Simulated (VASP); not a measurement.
# C (C2/m) in VASP: single point with r2SCAN

Aim: the single point of C with r2SCAN.

Everything below comes from runs of VASP 6.6.1. Logs are shortened: lines on timing, memory, paths and dates and some standing lists are left out, and cuts for length are marked.

**1. The cell of the first run**

The structure is monoclinic, space group C2/m (No. 12). Conventional cell: a = 4.360 Å, b = 2.518 Å, c = 2.518 Å, α = 90.00°, β = 125.26°, γ = 90.00°. C (site symmetry m) has 3 C at 1.22 to 1.60 Å within 1.6 Å.

**2. Single point, r2SCAN (atom 1 (C) moved by (-0.300, -0.300) A along x and y)**

Contents of POSCAR:

```
C
1.0
    0.0000000000      1.7801417069      1.7801417069
    1.7801417069      0.0000000000      1.7801417069
    1.7801417069      1.7801417069      0.0000000000
C
2
Direct
    0.5000000000      0.5000000000      0.3314740906
    0.7500000000      0.7500000000      0.7500000000
```

Contents of INCAR.step1:

```
PREC = Accurate ; ENCUT = 520
ISMEAR = 0 ; SIGMA = 0.05
LREAL = False ; LASPH = True
NELM = 80 ; NBANDS = 11
GGA = PE ; ALGO = Normal
EDIFF = 1E-4 ; LWAVE = True
LCHARG = False
```

Contents of INCAR.step2:

```
PREC = Accurate ; ENCUT = 520
EDIFF = 1E-6 ; ISMEAR = 0
SIGMA = 0.05 ; LREAL = False
LASPH = True ; NELM = 80
ALGO = Normal ; ISIF = 2
LWAVE = False ; LCHARG = False
METAGGA = R2SCAN ; LMIXTAU = True
NBANDS = 11 ; ISTART = 1
```

Contents of KPOINTS:

```
Automatic mesh
0
Gamma
  12 12 12
```

Potentials or basis: VASP PAW PBE potentials, release 64 (C).

Launch:

```console
cat potpaw_PBE.64/C/POTCAR > POTCAR
cp INCAR.step1 INCAR
mpirun -np 1 vasp_std > vasp.out
cp INCAR.step2 INCAR
mpirun -np 1 vasp_std > vasp.out
```

OUTCAR:

```text
PREC = Accurate
   ENCUT = 520
   EDIFF = 1E-6
   ISMEAR = 0
   LREAL = False
   LASPH = True
   NELM = 80
   ISIF = 2
   METAGGA = R2SCAN
   ISTART = 1

 ion  position               nearest neighbor table
   1  0.500  0.500  0.331-   2 1.22   2 1.60   2 1.60   2 1.90
   2  0.750  0.750  0.750-   1 1.22   1 1.60   1 1.60   1 1.90

  LATTYP: Found a face centered cubic cell.
 ALAT       =     3.5602834138

  Lattice vectors:

 A1 = (   0.0000000000,   1.7801417069,   1.7801417069)
 A2 = (   1.7801417069,   0.0000000000,   1.7801417069)
 A3 = (   1.7801417069,   1.7801417069,   0.0000000000)

Analysis of symmetry for initial positions (statically):
=====================================================================
 Subroutine PRICEL returns:
 Original cell was already a primitive cell.

 Routine SETGRP: Setting up the symmetry group for a
 face centered cubic supercell.

 Subroutine GETGRP returns: Found  4 space group operations
 (whereof  2 operations were pure point group operations)
 out of a pool of 48 trial point group operations.

The static configuration has the point symmetry C_1h.
 The point group associated with its full space group is C_2h.

Analysis of symmetry for dynamics (positions and initial velocities):
=====================================================================
 Subroutine PRICEL returns:
 Original cell was already a primitive cell.

 Routine SETGRP: Setting up the symmetry group for a
 face centered cubic supercell.

 Subroutine GETGRP returns: Found  4 space group operations
 (whereof  2 operations were pure point group operations)
 out of a pool of 48 trial point group operations.

The dynamic configuration has the point symmetry C_1h.
 The point group associated with its full space group is C_2h.

 Subroutine INISYM returns: Found  4 space group operations
 (whereof  2 operations are pure point group operations),
 and found     1 'primitive' translations

----------------------------------------------------------------------------------------

                                     Primitive cell

  volume of cell :      11.2822

  direct lattice vectors                    reciprocal lattice vectors
     0.000000000  1.780141707  1.780141707    -0.280876516  0.280876516  0.280876516
     1.780141707  0.000000000  1.780141707     0.280876516 -0.280876516  0.280876516
     1.780141707  1.780141707  0.000000000     0.280876516  0.280876516 -0.280876516

  length of vectors
     2.517500545  2.517500545  2.517500545     0.486492396  0.486492396  0.486492396

  position of ions in fractional coordinates (direct lattice)
     0.500000000  0.500000000  0.331474091
     0.750000000  0.750000000  0.750000000

  ion indices of the primitive-cell ions
   primitive index   ion index
                 1           1
                 2           2

----------------------------------------------------------------------------------------

 KPOINTS: Automatic mesh

Automatic generation of k-mesh.
 Grid dimensions read from file:
 generate k-points for:   12   12   12

 Generating k-lattice:

  Cartesian coordinates                     Fractional coordinates (reciprocal lattice)
    -0.023406376  0.023406376  0.023406376     0.083333333  0.000000000  0.000000000
     0.023406376 -0.023406376  0.023406376     0.000000000  0.083333333  0.000000000
     0.023406376  0.023406376 -0.023406376     0.000000000  0.000000000  0.083333333

  Length of vectors
     0.040541033  0.040541033  0.040541033

  Shift w.r.t. Gamma in fractional coordinates (k-lattice)
     0.000000000  0.000000000  0.000000000

 Subroutine IBZKPT returns following result:
 ===========================================

 Found    476 irreducible k-points:

 Following reciprocal coordinates:
            Coordinates               Weight
  0.000000  0.000000  0.000000      1.000000
  0.083333  0.000000  0.000000      4.000000
  0.000000  0.000000  0.083333      2.000000
  0.083333  0.083333  0.083333      2.000000
  0.166667  0.000000  0.000000      4.000000
  0.000000  0.000000  0.166667      2.000000
[... 16 lines left out ...]
  0.000000  0.166667  0.083333      4.000000
  0.083333  0.000000  0.166667      4.000000
 [... further k-points ...]
   k-points           NKPTS =    476   k-points in BZ     NKDIM =    476   number of bands    NBANDS=     11
   number of dos      NEDOS =    301   number of ions     NIONS =      2
   total plane-waves  NPLWV =   8000
   dimension x,y,z NGX =    20 NGY =   20 NGZ =   20
   dimension x,y,z NGXF=    40 NGYF=   40 NGZF=   40
   ions per type =               2
   NGX,Y,Z   is equivalent  to a cutoff of  13.21, 13.21, 13.21 a.u.
   NGXF,Y,Z  is equivalent  to a cutoff of  26.41, 26.41, 26.41 a.u.
 SYSTEM =  unknown system
   PREC   = accura    normal or accurate (medium, high low for compatibility)
   ISTART =      1    job   : 0-new  1-cont  2-samecut
   ICHARG =      0    charge: 1-file 2-atom 10-const
   ISPIN  =      1    spin polarized calculation?
   LNONCOLLINEAR =      F non collinear calculations
   LSORBIT =      F    spin-orbit coupling
   LASPH  =      T    aspherical Exc in radial PAW
   ENCUT  =  520.0 eV  38.22 Ry    6.18 a.u.   4.68  4.68  4.68*2*pi/ulx,y,z
   NELM   =     80;   NELMIN=  2; NELMDL=  0     # of ELM steps
   EDIFF  = 0.1E-05   stopping-criterion for ELM
   LREAL  =      F    real-space projection
   EDIFFG = 0.1E-04   stopping-criterion for IOM
   NSW    =      0    number of steps for IOM
   IBRION =     -1    ionic relax: 0-MD 1-quasi-New 2-CG
   NFREE  =      0    steps in history (QN), initial steepest desc. (CG)
   ISIF   =      2    stress and relaxation
   ISYM   =      2    0-nonsym 1-usesym 2-fastsym
   POTIM  = 0.5000    time-step for ionic-motion
   TEBEG  =    0.0;   TEEND  =   0.0 temperature during run
   PSTRESS=    0.0 pullay stress
   NELECT =       8.0000    total number of electrons
   NUPDOWN=      -1.0000    fix difference up-down
   EMIN   =  10.00;   EMAX   =-10.00  energy-range for DOS
   EFERMI =   0.00;   METHOD = LEGACY
   ISMEAR =     0;   SIGMA  =   0.05  broadening in eV -4-tet -1-fermi 0-gaus
   EFERMI_NEDOS =   21; number of points for ismear=-14 and -15
   IALGO  =     38    algorithm
   IMIX   =      4    mixing-type and parameters
     AMIX     =   0.40;   BMIX     =  1.00
     AMIX_MAG =   1.60;   BMIX_MAG =  1.00
  volume/ion in A,a.u.               =       5.64        38.07
  Fermi-wavevector in a.u.,A,eV,Ry     =   1.459846  2.758708 28.996044  2.131149
  Thomas-Fermi vector in A             =   2.576365
   LORBIT       =      0    0 simple, 1 ext, 2 COOP (PROOUT), +10 PAW based schemes
   METAGGA = R2SCAN    functional components
   LHFCALC =     F    Hartree Fock is set to
   AEXX    =    0.0000 exact exchange contribution
   IVDW    =     0    specifies the selected vdW correction
   LEPSILON=     F    determine dielectric tensor
   LRPA    =     F    only Hartree local field effects (RPA)
 non-spin polarized calculation
 Gauss-broadening in eV      SIGMA  =   0.05
  energy-cutoff  :      520.00
  volume of cell :       11.28
 maximum number of plane-waves:       313
   NGX =  9   NGY =  9   NGZ =  9

 number of electron       7.9999999 magnetization

 Free energy of the ion-electron system (eV)
  ---------------------------------------------------
  ext. energy  EPLUGINS =         0.00000000
  ---------------------------------------------------
  free energy    TOTEN  =       -16.57757668 eV

  energy without entropy =      -16.57725952  energy(sigma->0) =      -16.57741810

 E-fermi :  11.1288     XC(G=0): -14.2814

 val. band max:       11.1239110859   @ k =   0.3333   0.3333  -0.0833
 cond. band min:      11.1348110826   @ k =   0.4167   0.2500   0.0000
 fundamental gap:      0.0108999967
 Fermi energy:        11.1287796978

 k-point     1 :       0.0000    0.0000    0.0000
  band No.  band energies     occupation
      1     -13.2815      2.00000
      2       3.9226      2.00000
      3      10.5984      2.00000
      4      11.1690      0.25584
      5      13.3421      0.00000
      6      16.8704      0.00000
      7      20.6183      0.00000
      8      24.2266      0.00000
      9      28.6613      0.00000
     10      34.9873      0.00000
     11      37.0212      0.00000

 k-point     2 :       0.0833    0.0000    0.0000
  band No.  band energies     occupation
      1     -13.0868      2.00000
      2       3.6554      2.00000
      3       9.5685      2.00000
      4      10.9185      2.00000
      5      13.7948      0.00000
      6      16.7058      0.00000
      7      21.4635      0.00000
      8      24.4137      0.00000
      9      28.8598      0.00000
     10      34.5221      0.00000
     11      35.8953      0.00000

 k-point     3 :       0.0000    0.0000    0.0833
  band No.  band energies     occupation
      1     -13.0899      2.00000
      2       3.4282      2.00000
      3       9.9771      2.00000
      4      10.4108      2.00000
      5      14.8676      0.00000
      6      16.7737      0.00000
      7      20.6483      0.00000
      8      24.3381      0.00000
      9      28.9473      0.00000
     10      34.0260      0.00000
     11      34.8661      0.00000

 k-point     4 :       0.0833    0.0833    0.0833
  band No.  band energies     occupation
      1     -13.0853      2.00000
      2       3.8040      2.00000
      3       9.4640      2.00000
      4      10.9172      2.00000
      5      13.4977      0.00000
      6      17.0731      0.00000
      7      20.9894      0.00000
      8      24.2832      0.00000
      9      29.3680      0.00000
     10      34.4847      0.00000
     11      36.0711      0.00000

 k-point     5 :       0.1667    0.0000    0.0000
  band No.  band energies     occupation
      1     -12.5067      2.00000
      2       2.8241      2.00000
      3       7.4114      2.00000
      4      10.7607      2.00000
      5      14.2002      0.00000
      6      16.4897      0.00000
      7      23.0404      0.00000
      8      25.0999      0.00000
      9      29.3264      0.00000
     10      33.1484      0.00000
     11      34.7901      0.00000
[... 211 lines left out ...]
 k-point    21 :       0.0000    0.0833    0.0833
  band No.  band energies     occupation
      1     -13.0209      2.00000
      2       3.5489      2.00000
      3       9.5196      2.00000
      4      10.7552      2.00000
      5      13.3362      0.00000
      6      17.4203      0.00000
      7      21.3621      0.00000
      8      24.3754      0.00000
      9      28.8794      0.00000
     10      33.8414      0.00000
     11      35.8254      0.00000

 k-point    22 :       0.1667    0.0833    0.0000
  band No.  band energies     occupation
      1     -12.5779      2.00000
      2       2.9727      2.00000
      3       7.7144      2.00000
      4      10.2959      2.00000
      5      14.9737      0.00000
      6      16.5457      0.00000
      7      21.5436      0.00000
      8      24.9987      0.00000
      9      30.1650      0.00000
     10      31.9819      0.00000
     11      36.7394      0.00000

 k-point    23 :       0.0000    0.1667    0.0833
  band No.  band energies     occupation
      1     -12.5655      2.00000
      2       3.1071      2.00000
      3       8.1194      2.00000
      4       9.9133      2.00000
      5      13.2451      0.00000
      6      17.5593      0.00000
      7      22.7117      0.00000
      8      24.9558      0.00000
      9      28.8805      0.00000
     10      33.1762      0.00000
     11      36.2057      0.00000

 k-point    24 :       0.0833    0.0000    0.1667
  band No.  band energies     occupation
      1     -12.5738      2.00000
      2       2.5465      2.00000
      3       8.5398      2.00000
      4       9.6660      2.00000
      5      14.9459      0.00000
      6      17.8624      0.00000
      7      21.4159      0.00000
      8      24.5929      0.00000
      9      28.7824      0.00000
     10      32.9441      0.00000
     11      34.6953      0.00000

 [... further k-points ...]
[... 5 lines left out ...]
  --------------------------------------------------------------------------------------
  -------------------------------------------------------------------------------------
  Total        4.5372295      4.5372295      5.5402477      4.7852534     -0.6117240     -0.6117216
  in kB      644.3289013    644.3289013    786.7668255    679.5506071    -86.8705165    -86.8701724
  external PRESSURE =     691.8082093 kB  Pullay stress =       0.0000000 kB

 VOLUME and BASIS-vectors are now :
 -----------------------------------------------------------------------------
  energy-cutoff  :      520.00
  volume of cell :       11.28
      direct lattice vectors                 reciprocal lattice vectors
     0.000000000  1.780141707  1.780141707    -0.280876516  0.280876516  0.280876516
     1.780141707  0.000000000  1.780141707     0.280876516 -0.280876516  0.280876516
     1.780141707  1.780141707  0.000000000     0.280876516  0.280876516 -0.280876516

 POSITION                                       TOTAL-FORCE (eV/Angst)
 -----------------------------------------------------------------------------------
      1.48014      1.48014      1.78014         8.906620      8.906620    -10.983730
      2.67021      2.67021      2.67021        -8.906620     -8.906620     10.983730
 -----------------------------------------------------------------------------------
    total drift:                               -0.000008     -0.000008      0.000001

  FREE ENERGIE OF THE ION-ELECTRON SYSTEM (eV)
  ---------------------------------------------------
  free  energy   TOTEN  =       -16.5775766755 eV

  energy  without entropy=      -16.5772595194  energy(sigma->0) =      -16.57741810
```

It took 78 s on 1 thread of Intel Xeon 6975P-C (Granite Rapids), shared host; peak memory 0.15 GiB.

What came out:

| Item | Value |
| --- | --- |
| Free energy | -16.5776 eV |
| Pressure | 69.2 GPa |
| Largest force | 16.712 eV/Å |
| Band gap on the k mesh | zero (band 4 reaches 11.53 eV, above the bottom of band 5 at 9.97 eV) |

Forces in eV/Å, atoms in the order of the input:
```
C     8.907   8.907 -10.984
C    -8.907  -8.907  10.984
```

Levels at points of the mesh, in eV from the Fermi level:
```
           k point  band 1  band 2  band 3  band 4  band 5  band 6  band 7  band 8  band 9
(0.00, 0.00, 0.00)  -24.41   -7.21   -0.53    0.04    2.21    5.74    9.49   13.10   17.53
(0.50, 0.00, 0.00)  -19.05  -15.35   -7.37    0.32    0.81    5.68   14.32   15.47   20.91
(0.00, 0.00, 0.50)  -18.49  -17.05   -5.58   -2.55    4.39    9.22   13.20   15.16   17.97
(0.50, 0.50, 0.50)  -19.32  -14.06   -7.94   -1.69    1.82    6.39   11.87   12.51   21.17
(0.50, 0.50, 0.00)  -17.18  -14.63   -8.19   -5.54   -1.16    3.80   16.71   18.36   22.29
(0.00, 0.50, 0.50)  -17.01  -14.21   -8.88   -7.00    0.99    3.51   16.41   18.46   21.61
```

Caveat: the cell differs from its parent crystal (atom 1 (C) moved by (-0.300, -0.300) A along x and y); the PAW data sets were made with another functional, which shifts forces and pressure a little.
